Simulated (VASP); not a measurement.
# TiO2 (Baddeleyite) (P2_1/c) in VASP: further runs

TiO2 (Baddeleyite) is run at these levels: PBE, r2SCAN; tasks: electric field gradients.

Everything below comes from runs of VASP 6.6.1. Logs are shortened: lines on timing, memory, paths and dates and some standing lists are left out, and cuts for length are marked.

### Step 1. The cell of the first run

It takes space group P2_1/c (No. 14, monoclinic). The conventional cell has a = 4.589 Å, b = 4.849 Å, c = 4.736 Å, α = 90.00°, β = 98.60°, γ = 90.00°. Within 2.4 Å of Ti (site symmetry 1) lie 7 O at 1.82 to 2.27 Å. O (site symmetry 1) has 3 Ti at 1.92 to 2.27 Å and 3 O at 2.41 to 2.49 Å within 2.5 Å. Within 2.4 Å of O (site symmetry 1) lie 4 Ti at 1.82 to 2.11 Å and 3 O at 2.32 to 2.38 Å.

### Step 2. Electric field gradients, PBE

The input, INCAR:

```
SYSTEM = TiO2
ALGO = Normal
EDIFF = 1E-8
ENCUT = 520
GGA = PE
ISIF = 2
ISMEAR = -1
LASPH = .True.
LCHARG = .False.
LEFG = .True.
LREAL = .False.
LWAVE = .False.
NBANDS = 60
NELM = 100
PREC = Accurate
SIGMA = 0.02
```

The input, KPOINTS:

```
k-points
0
Gamma
  5 5 5
  0 0 0
```

The input, POSCAR:

```
TiO2
1.0
    4.5890000000      0.0000000000      0.0000000000
    0.0000000000      4.8490000000      0.0000000000
   -0.7081993865      0.0000000000      4.6827502206
Ti O
4 8
Direct
    0.3090000000      0.0450000000      0.2180000000
    0.6910000000      0.5450000000      0.2820000000
    0.6910000000      0.9550000000      0.7820000000
    0.3090000000      0.4550000000      0.7180000000
    0.0560000000      0.3470000000      0.2820000000
    0.9440000000      0.8470000000      0.2180000000
    0.9440000000      0.6530000000      0.7180000000
    0.0560000000      0.1530000000      0.7820000000
    0.4250000000      0.7270000000      0.4630000000
    0.5750000000      0.2270000000      0.0370000000
    0.5750000000      0.2730000000      0.5370000000
    0.4250000000      0.7730000000      0.9630000000
```

Potentials or basis: VASP PAW PBE potentials, release 64 (Ti_sv, O).

On the command line:

```bash
cat potpaw_PBE.64/Ti_sv/POTCAR potpaw_PBE.64/O/POTCAR > POTCAR
mpirun -np 1 vasp_std > vasp.out
```

OUTCAR:

```text
SYSTEM = TiO2
   EDIFF = 1E-8
   ENCUT = 520
   GGA = PE
   ISIF = 2
   ISMEAR = -1
   LASPH = .True.
   LREAL = .False.
   NELM = 100
   PREC = Accurate

 ion  position               nearest neighbor table
   1  0.309  0.045  0.218-  10 1.82  12 1.92   5 1.92   6 1.93   9 1.96  11 2.11   8 2.27
   2  0.691  0.545  0.282-   9 1.82  11 1.92   6 1.92   5 1.93  10 1.96  12 2.11   7 2.27
   3  0.691  0.955  0.782-  12 1.82  10 1.92   7 1.92   8 1.93  11 1.96   9 2.11   6 2.27
   4  0.309  0.455  0.718-  11 1.82   9 1.92   8 1.92   7 1.93  12 1.96  10 2.11   5 2.27
   5  0.056  0.347  0.282-   1 1.92   2 1.93   4 2.27
   6  0.944  0.847  0.218-   2 1.92   1 1.93   3 2.27
   7  0.944  0.653  0.718-   3 1.92   4 1.93   2 2.27
   8  0.056  0.153  0.782-   4 1.92   3 1.93   1 2.27
   9  0.425  0.727  0.463-   2 1.82   4 1.92   1 1.96   3 2.11
  10  0.575  0.227  0.037-   1 1.82   3 1.92   2 1.96   4 2.11
  11  0.575  0.273  0.537-   4 1.82   2 1.92   3 1.96   1 2.11
  12  0.425  0.773  0.963-   3 1.82   1 1.92   4 1.96   2 2.11

  LATTYP: Found a simple monoclinic cell.
 ALAT       =     4.5890000000
 B/A-ratio  =     1.0566572238
 C/A-ratio  =     1.0320331227
 COS(beta)  =    -0.1495353434

  Lattice vectors:

 A1 = (   4.5890000000,   0.0000000000,   0.0000000000)
 A2 = (   0.0000000000,   4.8490000000,   0.0000000000)
 A3 = (  -0.7081993865,   0.0000000000,   4.6827502206)

Analysis of symmetry for initial positions (statically):
=====================================================================
 Subroutine PRICEL returns:
 Original cell was already a primitive cell.

 Routine SETGRP: Setting up the symmetry group for a
 simple monoclinic supercell.

 Subroutine GETGRP returns: Found  4 space group operations
 (whereof  2 operations were pure point group operations)
 out of a pool of  4 trial point group operations.

The static configuration has the point symmetry S_2 .
 The point group associated with its full space group is C_2h.

Analysis of symmetry for dynamics (positions and initial velocities):
=====================================================================
 Subroutine PRICEL returns:
 Original cell was already a primitive cell.

 Routine SETGRP: Setting up the symmetry group for a
 simple monoclinic supercell.

 Subroutine GETGRP returns: Found  4 space group operations
 (whereof  2 operations were pure point group operations)
 out of a pool of  4 trial point group operations.

The dynamic configuration has the point symmetry S_2 .
 The point group associated with its full space group is C_2h.

 Subroutine INISYM returns: Found  4 space group operations
 (whereof  2 operations are pure point group operations),
 and found     1 'primitive' translations

----------------------------------------------------------------------------------------

                                     Primitive cell

  volume of cell :     104.2008

  direct lattice vectors                    reciprocal lattice vectors
     4.589000000  0.000000000  0.000000000     0.217912399  0.000000000  0.032956152
     0.000000000  4.849000000  0.000000000     0.000000000  0.206228088  0.000000000
    -0.708199387  0.000000000  4.682750221     0.000000000  0.000000000  0.213549720

  length of vectors
     4.589000000  4.849000000  4.736000000     0.220390385  0.206228088  0.213549720

  position of ions in fractional coordinates (direct lattice)
     0.309000000  0.045000000  0.218000000
     0.691000000  0.545000000  0.282000000
     0.691000000  0.955000000  0.782000000
     0.309000000  0.455000000  0.718000000
     0.056000000  0.347000000  0.282000000
     0.944000000  0.847000000  0.218000000
     0.944000000  0.653000000  0.718000000
     0.056000000  0.153000000  0.782000000
     0.425000000  0.727000000  0.463000000
     0.575000000  0.227000000  0.037000000
     0.575000000  0.273000000  0.537000000
     0.425000000  0.773000000  0.963000000

  ion indices of the primitive-cell ions
[... 109 lines left out ...]
   LORBIT       =      0    0 simple, 1 ext, 2 COOP (PROOUT), +10 PAW based schemes
   GGA     = PE    functional components
   LHFCALC =     F    Hartree Fock is set to
   AEXX    =    0.0000 exact exchange contribution
   IVDW    =     0    specifies the selected vdW correction
   LEPSILON=     F    determine dielectric tensor
   LRPA    =     F    only Hartree local field effects (RPA)
 non-spin polarized calculation
  energy-cutoff  :      520.00
  volume of cell :      104.20
 maximum number of plane-waves:      2833
 NGX is ok and might be reduce to    36
   NGX = 17   NGY = 19   NGZ = 17

 number of electron      95.9999980 magnetization

 Free energy of the ion-electron system (eV)
  ---------------------------------------------------
  ext. energy  EPLUGINS =         0.00000000
  ---------------------------------------------------
  free energy    TOTEN  =      -102.08362194 eV

  energy without entropy =     -102.08362194  energy(sigma->0) =     -102.08362194

 E-fermi :   8.4440     XC(G=0): -12.5701

 val. band max:        7.8592379387   @ k =   0.4000   0.0000   0.0000
 cond. band min:       9.0918194478   @ k =   0.0000   0.0000   0.0000
 fundamental gap:      1.2325815091
 Fermi energy:         8.4439565560

 k-point     1 :       0.0000    0.0000    0.0000
  band No.  band energies     occupation
      1     -49.5573      2.00000
      2     -49.4855      2.00000
      3     -49.4792      2.00000
      4     -49.4631      2.00000
      5     -26.2262      2.00000
      6     -26.1988      2.00000
[... 1501 lines left out ...]
     59      11.4968      0.00000
     60      11.5680      0.00000

 [... further k-points ...]

------------------------ aborting loop because EDIFF is reached ----------------------------------------

  FORCE on cell =-STRESS in cart. coord.  units (eV):
  Direction    XX          YY          ZZ          XY          YZ          ZX
  --------------------------------------------------------------------------------------
  -------------------------------------------------------------------------------------
  Total       18.2641824     23.4375426     25.9149600      0.0000000      0.0000000     -6.3254491
  in kB      280.8274678    360.3723170    398.4647339      0.0000000      0.0000000    -97.2592041
  external PRESSURE =     346.5548395 kB  Pullay stress =       0.0000000 kB

 VOLUME and BASIS-vectors are now :
 -----------------------------------------------------------------------------
  energy-cutoff  :      520.00
  volume of cell :      104.20
      direct lattice vectors                 reciprocal lattice vectors
     4.589000000  0.000000000  0.000000000     0.217912399  0.000000000  0.032956152
     0.000000000  4.849000000  0.000000000     0.000000000  0.206228088  0.000000000
    -0.708199387  0.000000000  4.682750221     0.000000000  0.000000000  0.213549720

 POSITION                                       TOTAL-FORCE (eV/Angst)
 -----------------------------------------------------------------------------------
      1.26361      0.21821      1.02084        -5.915782      0.680190      0.768251
      2.97129      2.64271      1.32054         5.915782      0.680190     -0.768251
      2.61719      4.63079      3.66191         5.915782     -0.680190     -0.768251
      0.90951      2.20629      3.36221        -5.915782     -0.680190      0.768251
      0.05727      1.68260      1.32054         1.774803      0.007384      1.139540
      4.17763      4.10710      1.02084        -1.774803      0.007384     -1.139540
      3.82353      3.16640      3.36221        -1.774803     -0.007384     -1.139540
     -0.29683      0.74190      3.66191         1.774803     -0.007384      1.139540
      1.62243      3.52522      2.16811        -0.397396      3.377500      1.209129
      2.61247      1.10072      0.17326         0.397396      3.377500     -1.209129
      2.25837      1.32378      2.51464         0.397396     -3.377500     -1.209129
      1.26833      3.74828      4.50949        -0.397396     -3.377500      1.209129
 -----------------------------------------------------------------------------------
    total drift:                                0.000000     -0.000000     -0.000000

  FREE ENERGIE OF THE ION-ELECTRON SYSTEM (eV)
  ---------------------------------------------------
  free  energy   TOTEN  =      -102.0836219413 eV

  energy  without entropy=     -102.0836219413  energy(sigma->0) =     -102.08362194

 Electric field gradients (V/A^2)
---------------------------------------------------------------------
 ion       V_xx      V_yy      V_zz      V_xy      V_xz      V_yz
---------------------------------------------------------------------
   1     -17.643   -42.210    59.853   -26.715    42.732     6.806
   2     -17.643   -42.210    59.853    26.715    42.732    -6.806
   3     -17.643   -42.210    59.853   -26.715    42.732     6.806
   4     -17.643   -42.210    59.853    26.715    42.732    -6.806
   5      11.477   -16.468     4.991   -27.026    -9.424    18.092
   6      11.477   -16.468     4.991    27.026    -9.424   -18.092
   7      11.477   -16.468     4.991   -27.026    -9.424    18.092
   8      11.477   -16.468     4.991    27.026    -9.424   -18.092
   9     -11.001    21.838   -10.837    12.457    -1.079    -9.184
  10     -11.001    21.838   -10.837   -12.457    -1.079     9.184
  11     -11.001    21.838   -10.837    12.457    -1.079    -9.184
  12     -11.001    21.838   -10.837   -12.457    -1.079     9.184
---------------------------------------------------------------------

 Electric field gradients after diagonalization (V/A^2)
 (convention: |V_zz| > |V_xx| > |V_yy|)
----------------------------------------------------------------------
 ion       V_xx      V_yy      V_zz     asymmetry (V_yy - V_xx)/ V_zz
----------------------------------------------------------------------
   1     -66.802   -12.171    78.973       0.692
   2     -66.802   -12.171    78.973       0.692
   3     -66.802   -12.171    78.973       0.692
   4     -66.802   -12.171    78.973       0.692
   5     -35.995    -1.718    37.713       0.909
   6     -35.995    -1.718    37.713       0.909
   7     -35.995    -1.718    37.713       0.909
   8     -35.995    -1.718    37.713       0.909
   9     -16.239   -11.895    28.135       0.154
  10     -16.239   -11.895    28.135       0.154
  11     -16.239   -11.895    28.135       0.154
  12     -16.239   -11.895    28.135       0.154
----------------------------------------------------------------------

           NMR quadrupolar parameters

 Cq : quadrupolar parameter    Cq=e*Q*V_zz/h
 eta: asymmetry parameters     (V_yy - V_xx)/ V_zz
 Q  : nuclear electric quadrupole moment in mb (millibarn)
----------------------------------------------------------------------
 ion       Cq(MHz)       eta       Q (mb)
----------------------------------------------------------------------
   1       0.191       0.692       1.000
   2       0.191       0.692       1.000
   3       0.191       0.692       1.000
   4       0.191       0.692       1.000
   5       0.091       0.909       1.000
   6       0.091       0.909       1.000
   7       0.091       0.909       1.000
   8       0.091       0.909       1.000
   9       0.068       0.154       1.000
  10       0.068       0.154       1.000
  11       0.068       0.154       1.000
  12       0.068       0.154       1.000
----------------------------------------------------------------------
```

It took 2.8 min on 1 thread of Intel Xeon 6975P-C (Granite Rapids), shared host; peak memory 0.32 GiB.

What came out:

```
Free energy            : -102.0836 eV
Pressure               : 34.7 GPa
Largest force          : 6.004 eV/Å
Band gap on the k mesh : 1.23 eV, indirect (least direct gap 1.29 eV)
```

Forces in eV/Å, atoms in the order of the input:
```
Ti  -5.916  0.680  0.768
Ti   5.916  0.680 -0.768
Ti   5.916 -0.680 -0.768
Ti  -5.916 -0.680  0.768
O    1.775  0.007  1.140
O   -1.775  0.007 -1.140
O   -1.775 -0.007 -1.140
O    1.775 -0.007  1.140
O   -0.397  3.377  1.209
O    0.397  3.377 -1.209
O    0.397 -3.377 -1.209
O   -0.397 -3.377  1.209
```

Electric field gradients, principal values (V/Å²):
| atom | least | middle | greatest (by size) |
| --- | --- | --- | --- |
| 1 Ti | -12.171 | -66.802 | 78.973 |
| 2 Ti | -12.171 | -66.802 | 78.973 |
| 3 Ti | -12.171 | -66.802 | 78.973 |
| 4 Ti | -12.171 | -66.802 | 78.973 |
| 5 O | -1.718 | -35.995 | 37.713 |
| 6 O | -1.718 | -35.995 | 37.713 |
| 7 O | -1.718 | -35.995 | 37.713 |
| 8 O | -1.718 | -35.995 | 37.713 |
| 9 O | -11.895 | -16.239 | 28.135 |
| 10 O | -11.895 | -16.239 | 28.135 |
| 11 O | -11.895 | -16.239 | 28.135 |
| 12 O | -11.895 | -16.239 | 28.135 |

Caveat: without QUAD_EFG the Cq values of the log hold for a quadrupole moment of 1 mb, not for the nuclei; forces of over 1 eV/Å act on the atoms, so gaps and moduli don't describe the material at rest. A k mesh can miss the band edges.

[end of part 1 of 2]
